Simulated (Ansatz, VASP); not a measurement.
**HfO2 in VASP and in Ansatz**

```
Hf O
1.0
     2.52916   -2.52916    0.00000
     2.52916    0.00000   -2.52916
     8.52242    8.52242    8.52242
Hf O
3 6
Direct
  0.00000 0.00000 0.49462
  0.33333 0.33333 0.29678
  0.66667 0.66667 0.09893
  0.66667 0.66667 0.24731
  0.00000 0.00000 0.04947
  0.33333 0.33333 0.44516
  0.66667 0.66667 0.54408
  0.00000 0.00000 0.34624
  0.33333 0.33333 0.14839
```

Alike in both runs: task single point; functional r2SCAN; k mesh 7 × 7 × 3; occupations gaussian, width 0.05 eV; no spin polarisation.

|  | VASP | Ansatz |
| --- | --- | --- |
| version | VASP 6.6.1 | Ansatz 0.2.0 |
| potentials or method | VASP PAW PBE potentials, release 64 (Hf_pv, O), cutoff 520 eV | scalar-relativistic, plane waves, PAW |
| valence electrons in the cell | 66 | 114 |

VASP gave:

```
gap on the k mesh at the Fermi level (eV) : 4.76
least direct gap on the mesh (eV)         : 4.81
rms of the force components (eV/Å)        : 0.373
```

Q: Which values does Ansatz return?

A: gap on the k mesh at the Fermi level (eV): 4.78; least direct gap on the mesh (eV): 4.81; rms of the force components (eV/Å): 0.355.

VASP's potentials were made for PBE, not for r2SCAN. Atom by atom the forces differ by 0.051 eV/Å (rms over components). With one functional, cell and mesh, what is left measures potentials, basis and numerics. VASP's potentials hold 66 valence electrons a cell and Ansatz's 114, so a difference there can come from the potentials and not from the codes.

Spin-orbit coupling is off throughout.
